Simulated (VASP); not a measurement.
# Ga (P6_3/mmc) in VASP: relaxation of shape and atoms at fixed volume with r2SCAN

Aim: the relaxation of shape and atoms at fixed volume of Ga with r2SCAN.

Everything below comes from runs of VASP 6.6.1. Logs are shortened: lines on timing, memory, paths and dates and some standing lists are left out, and cuts for length are marked.

## (1) The cell of the first run

Symmetry: P6_3/mmc, No. 194, hexagonal system. The conventional cell has a = 2.998 Å, b = 2.998 Å, c = 4.898 Å, α = 90.00°, β = 90.00°, γ = 120.00°. Within 3.9 Å of Ga (site symmetry -6m2) lie 12 Ga at 3.00 Å.

This isn't the form of Ga at room conditions, which is orthorhombic.

## (2) Relaxation of shape and atoms at fixed volume, r2SCAN

Contents of POSCAR:

```
Ga
1.0
    2.9976121741      0.0000000000      0.0000000000
   -1.4988060871      2.5960082935      0.0000000000
    0.0000000000      0.0000000000      4.8979009819
Ga
2
Direct
    0.3333333333      0.6666666667      0.7500000000
    0.6666666667      0.3333333333      0.2500000000
```

Contents of INCAR.step1:

```
PREC     = Accurate       # precision mode
ENCUT    = 600            # plane-wave cutoff, eV
ISMEAR   = 0              # smearing method
SIGMA    = 0.05           # smearing width, eV
LREAL    = False          # projectors in reciprocal space
LASPH    = True           # aspherical terms in the spheres
NELM     = 100            # most SCF steps
GGA      = PE             # functional
ALGO     = Normal         # electronic algorithm
EDIFF    = 1E-4           # SCF threshold, eV
LWAVE    = True           # write WAVECAR
LCHARG   = False          # write CHGCAR
```

Contents of INCAR.step2:

```
PREC     = Accurate       # precision mode
ENCUT    = 600            # plane-wave cutoff, eV
EDIFF    = 1E-7           # SCF threshold, eV
ISMEAR   = 0              # smearing method
SIGMA    = 0.05           # smearing width, eV
LREAL    = False          # projectors in reciprocal space
LASPH    = True           # aspherical terms in the spheres
NELM     = 100            # most SCF steps
ALGO     = Normal         # electronic algorithm
ISIF     = 4              # what is computed and relaxed
LWAVE    = False          # write WAVECAR
LCHARG   = False          # write CHGCAR
METAGGA  = R2SCAN         # meta-GGA
LMIXTAU  = True         
IBRION   = 2              # ionic algorithm
NSW      = 60             # ionic steps
EDIFFG   = -0.02          # ionic threshold
ISTART   = 1
```

Contents of KPOINTS:

```
Automatic mesh
0
Gamma
  16 16 10
```

Potentials or basis: VASP PAW PBE potentials, release 64 (Ga_d).

The run is started by

```console
cat potpaw_PBE.64/Ga_d/POTCAR > POTCAR
cp INCAR.step1 INCAR
mpirun -np 1 vasp_std > vasp.out
cp INCAR.step2 INCAR
mpirun -np 1 vasp_std > vasp.out
```

OUTCAR:

```text
PREC = Accurate
   ENCUT = 600
   EDIFF = 1E-7
   ISMEAR = 0
   LREAL = False
   LASPH = True
   NELM = 100
   ISIF = 4
   METAGGA = R2SCAN
   IBRION = 2
   NSW = 60
   EDIFFG = -0.02
   ISTART = 1

 ion  position               nearest neighbor table
   1  0.333  0.667  0.750-
   2  0.667  0.333  0.250-

  LATTYP: Found a hexagonal cell.
 ALAT       =     2.9976121741
 C/A-ratio  =     1.6339341774

  Lattice vectors:

 A1 = (   2.9976121741,   0.0000000000,   0.0000000000)
 A2 = (  -1.4988060871,   2.5960082935,   0.0000000000)
 A3 = (   0.0000000000,   0.0000000000,   4.8979009819)

Analysis of symmetry for initial positions (statically):
=====================================================================
 Subroutine PRICEL returns:
 Original cell was already a primitive cell.

 Routine SETGRP: Setting up the symmetry group for a
 hexagonal supercell.

 Subroutine GETGRP returns: Found 24 space group operations
 (whereof 12 operations were pure point group operations)
 out of a pool of 24 trial point group operations.

The static configuration has the point symmetry D_3d.
 The point group associated with its full space group is D_6h.

Analysis of symmetry for dynamics (positions and initial velocities):
=====================================================================
 Subroutine PRICEL returns:
 Original cell was already a primitive cell.

 Routine SETGRP: Setting up the symmetry group for a
 hexagonal supercell.

 Subroutine GETGRP returns: Found 24 space group operations
 (whereof 12 operations were pure point group operations)
 out of a pool of 24 trial point group operations.

The dynamic configuration has the point symmetry D_3d.
 The point group associated with its full space group is D_6h.

 Subroutine INISYM returns: Found 24 space group operations
 (whereof 12 operations are pure point group operations),
 and found     1 'primitive' translations

----------------------------------------------------------------------------------------

                                     Primitive cell

  volume of cell :      38.1146

  direct lattice vectors                    reciprocal lattice vectors
     2.997612174  0.000000000  0.000000000     0.333598859  0.192603391  0.000000000
    -1.498806087  2.596008294  0.000000000     0.000000000  0.385206782  0.000000000
     0.000000000  0.000000000  4.897900982     0.000000000  0.000000000  0.204169093

  length of vectors
     2.997612174  2.997612174  4.897900982     0.385206782  0.385206782  0.204169093

  position of ions in fractional coordinates (direct lattice)
     0.333333333  0.666666667  0.750000000
     0.666666667  0.333333333  0.250000000

  ion indices of the primitive-cell ions
   primitive index   ion index
                 1           1
                 2           2

----------------------------------------------------------------------------------------

 KPOINTS: Automatic mesh

Automatic generation of k-mesh.
 Grid dimensions read from file:
 generate k-points for:   16   16   10

 Generating k-lattice:

  Cartesian coordinates                     Fractional coordinates (reciprocal lattice)
     0.020849929  0.012037712  0.000000000     0.062500000 -0.000000000  0.000000000
     0.000000000  0.024075424  0.000000000     0.000000000  0.062500000  0.000000000
     0.000000000  0.000000000  0.020416909     0.000000000  0.000000000  0.100000000

  Length of vectors
     0.024075424  0.024075424  0.020416909

  Shift w.r.t. Gamma in fractional coordinates (k-lattice)
     0.000000000  0.000000000  0.000000000

 Subroutine IBZKPT returns following result:
 ===========================================

 Found    180 irreducible k-points:

 Following reciprocal coordinates:
            Coordinates               Weight
  0.000000  0.000000  0.000000      1.000000
  0.062500 -0.000000  0.000000      6.000000
  0.125000 -0.000000  0.000000      6.000000
  0.187500  0.000000  0.000000      6.000000
  0.250000 -0.000000  0.000000      6.000000
  0.312500 -0.000000  0.000000      6.000000
[... 16 lines left out ...]
  0.187500  0.187500  0.000000      6.000000
  0.250000  0.187500  0.000000     12.000000
 [... further k-points ...]
   k-points           NKPTS =    180   k-points in BZ     NKDIM =    180   number of bands    NBANDS=     17
   number of dos      NEDOS =    301   number of ions     NIONS =      2
   total plane-waves  NPLWV =  23040
   dimension x,y,z NGX =    24 NGY =   24 NGZ =   40
   dimension x,y,z NGXF=    48 NGYF=   48 NGZF=   80
   ions per type =               2
   NGX,Y,Z   is equivalent  to a cutoff of  13.31, 13.31, 13.58 a.u.
   NGXF,Y,Z  is equivalent  to a cutoff of  26.62, 26.62, 27.15 a.u.
 SYSTEM =  unknown system
   PREC   = accura    normal or accurate (medium, high low for compatibility)
   ISTART =      1    job   : 0-new  1-cont  2-samecut
   ICHARG =      0    charge: 1-file 2-atom 10-const
   ISPIN  =      1    spin polarized calculation?
   LNONCOLLINEAR =      F non collinear calculations
   LSORBIT =      F    spin-orbit coupling
   LASPH  =      T    aspherical Exc in radial PAW
   ENCUT  =  600.0 eV  44.10 Ry    6.64 a.u.   5.99  5.99  9.78*2*pi/ulx,y,z
   NELM   =    100;   NELMIN=  2; NELMDL=  0     # of ELM steps
   EDIFF  = 0.1E-06   stopping-criterion for ELM
   LREAL  =      F    real-space projection
   EDIFFG = -.2E-01   stopping-criterion for IOM
   NSW    =     60    number of steps for IOM
   IBRION =      2    ionic relax: 0-MD 1-quasi-New 2-CG
   NFREE  =      1    steps in history (QN), initial steepest desc. (CG)
   ISIF   =      4    stress and relaxation
   ISYM   =      2    0-nonsym 1-usesym 2-fastsym
   POTIM  = 0.5000    time-step for ionic-motion
   TEBEG  =    0.0;   TEEND  =   0.0 temperature during run
   PSTRESS=    0.0 pullay stress
   NELECT =      26.0000    total number of electrons
   NUPDOWN=      -1.0000    fix difference up-down
   EMIN   =  10.00;   EMAX   =-10.00  energy-range for DOS
   EFERMI =   0.00;   METHOD = LEGACY
   ISMEAR =     0;   SIGMA  =   0.05  broadening in eV -4-tet -1-fermi 0-gaus
   EFERMI_NEDOS =   21; number of points for ismear=-14 and -15
   IALGO  =     38    algorithm
   IMIX   =      4    mixing-type and parameters
     AMIX     =   0.40;   BMIX     =  1.00
     AMIX_MAG =   1.60;   BMIX_MAG =  1.00
  volume/ion in A,a.u.               =      19.06       128.61
  Fermi-wavevector in a.u.,A,eV,Ry     =   1.441127  2.723334 28.257200  2.076846
  Thomas-Fermi vector in A             =   2.559794
   LORBIT       =      0    0 simple, 1 ext, 2 COOP (PROOUT), +10 PAW based schemes
   METAGGA = R2SCAN    functional components
   LHFCALC =     F    Hartree Fock is set to
   AEXX    =    0.0000 exact exchange contribution
   IVDW    =     0    specifies the selected vdW correction
   LEPSILON=     F    determine dielectric tensor
   LRPA    =     F    only Hartree local field effects (RPA)
 conjugate gradient relaxation of ions
 non-spin polarized calculation
 Gauss-broadening in eV      SIGMA  =   0.05
  energy-cutoff  :      600.00
  volume of cell :       38.11
 maximum number of plane-waves:      1302
 NGX is ok and might be reduce to    24
   NGX = 11   NGY = 11   NGZ = 19

--------------------------------------- Ionic step        1  -------------------------------------------

 number of electron      26.0000002 magnetization

 Free energy of the ion-electron system (eV)
  ---------------------------------------------------
  ext. energy  EPLUGINS =         0.00000000
  ---------------------------------------------------
  free energy    TOTEN  =       -22.56024475 eV

  energy without entropy =      -22.55923167  energy(sigma->0) =      -22.55973821

------------------------ aborting loop because EDIFF is reached ----------------------------------------

  FORCE on cell =-STRESS in cart. coord.  units (eV):
  Direction    XX          YY          ZZ          XY          YZ          ZX
  --------------------------------------------------------------------------------------
  -------------------------------------------------------------------------------------
  Total       -0.6364250     -0.6364250     -0.8454830      0.0000000      0.0000000      0.0000000
  in kB      -26.7526167    -26.7526167    -35.5405335      0.0000000      0.0000000      0.0000000
  external PRESSURE =     -29.6819223 kB  Pullay stress =       0.0000000 kB

 VOLUME and BASIS-vectors are now :
 -----------------------------------------------------------------------------
  energy-cutoff  :      600.00
  volume of cell :       38.11
      direct lattice vectors                 reciprocal lattice vectors
     2.997612174  0.000000000  0.000000000     0.333598859  0.192603391  0.000000000
    -1.498806087  2.596008294  0.000000000     0.000000000  0.385206782  0.000000000
     0.000000000  0.000000000  4.897900982     0.000000000  0.000000000  0.204169093

 POSITION                                       TOTAL-FORCE (eV/Angst)
 -----------------------------------------------------------------------------------
     -0.00000      1.73067      3.67343        -0.000000     -0.000000      0.000000
      1.49881      0.86534      1.22448         0.000000      0.000000      0.000000
 -----------------------------------------------------------------------------------
    total drift:                               -0.000000      0.000000      0.000000

  FREE ENERGIE OF THE ION-ELECTRON SYSTEM (eV)
  ---------------------------------------------------
  free  energy   TOTEN  =       -22.5602447470 eV

  energy  without entropy=      -22.5592316725  energy(sigma->0) =      -22.55973821

--------------------------------------- Ionic step        2  -------------------------------------------

 number of electron      26.0000001 magnetization

 Free energy of the ion-electron system (eV)
  ---------------------------------------------------
  ext. energy  EPLUGINS =         0.00000000
  ---------------------------------------------------
  free energy    TOTEN  =       -22.56071355 eV

  energy without entropy =      -22.55978735  energy(sigma->0) =      -22.56025045

 E-fermi :   5.3765     XC(G=0): -12.1298

 val. band max:        5.3730926568   @ k =   0.3125   0.1875   0.4000
 cond. band min:       5.3889486750   @ k =   0.3125   0.0625   0.4000
 fundamental gap:      0.0158560182
 Fermi energy:         5.3764876078

 k-point     1 :       0.0000    0.0000    0.0000
  band No.  band energies     occupation
      1     -10.1569      2.00000
      2     -10.0728      2.00000
      3     -10.0566      2.00000
      4     -10.0566      2.00000
      5     -10.0336      2.00000
      6     -10.0336      2.00000
[... 9 lines left out ...]
     16      17.5084      0.00000
     17      17.5085      0.00000
[... 441 lines left out ...]
 k-point    24 :       0.2500    0.1875    0.0000
  band No.  band energies     occupation
      1     -10.1352      2.00000
      2     -10.1314      2.00000
      3     -10.0939      2.00000
      4     -10.0596      2.00000
      5      -9.9920      2.00000
      6      -9.9731      2.00000
[... 9 lines left out ...]
     16      10.8595      0.00000
     17      11.9937      0.00000

 [... further k-points ...]

------------------------ aborting loop because EDIFF is reached ----------------------------------------

  FORCE on cell =-STRESS in cart. coord.  units (eV):
  Direction    XX          YY          ZZ          XY          YZ          ZX
  --------------------------------------------------------------------------------------
  -------------------------------------------------------------------------------------
  Total       -0.6860287     -0.6860287     -0.7425018      0.0000000      0.0000000     -0.0000000
  in kB      -28.8377483    -28.8377483    -31.2116368      0.0000000      0.0000000     -0.0000000
  external PRESSURE =     -29.6290445 kB  Pullay stress =       0.0000000 kB

 VOLUME and BASIS-vectors are now :
 -----------------------------------------------------------------------------
  energy-cutoff  :      600.00
  volume of cell :       38.11
      direct lattice vectors                 reciprocal lattice vectors
     3.002659411  0.000000000  0.000000000     0.333038105  0.192279640 -0.000000000
    -1.501329706  2.600379329  0.000000000    -0.000000000  0.384559279 -0.000000000
     0.000000000  0.000000000  4.881448839     0.000000000 -0.000000000  0.204857212

 POSITION                                       TOTAL-FORCE (eV/Angst)
 -----------------------------------------------------------------------------------
     -0.00000      1.73359      3.66109        -0.000000      0.000000      0.000000
      1.50133      0.86679      1.22036         0.000000     -0.000000     -0.000000
 -----------------------------------------------------------------------------------
    total drift:                               -0.000000      0.000000      0.000000

  FREE ENERGIE OF THE ION-ELECTRON SYSTEM (eV)
  ---------------------------------------------------
  free  energy   TOTEN  =       -22.5607135496 eV

  energy  without entropy=      -22.5597873452  energy(sigma->0) =      -22.56025045

 reached required accuracy - stopping structural energy minimisation
```

Wall time 9.3 min (1 thread of Intel Xeon 8259CL, shared host); peak memory 0.26 GiB.

What came out:

```yaml
Free_energy: -22.5607 eV
Energy_gained_by_relaxing: 0.2 meV/atom
Ionic_steps: 2
Pressure_after_relaxing: -3.0 GPa
Band_gap_on_the_k_mesh: zero (bands 13 and 14 overlap by 7.96 eV)
```

Stress tensor (GPa, compression positive):
```
-2.88  0.00  0.00
 0.00 -2.88  0.00
 0.00  0.00 -3.12
```

The path:
```tsv
step	energy change (eV)	largest force (eV/Å)	pressure (GPa)	volume (Å³)
1	0.0000	0.0000	-2.97	38.11
2	-0.0005	0.0000	-2.96	38.11
```

Final structure:
```xyz
2
Lattice="3.0027 0.0000 0.0000 -1.5013 2.6004 0.0000 0.0000 0.0000 4.8814" Properties=species:S:1:pos:R:3 pbc="T T T"
Ga    0.0000    1.7336    3.6611
Ga    1.5013    0.8668    1.2204
```

Caveat: the PAW data sets were made with another functional, which shifts forces and pressure a little.
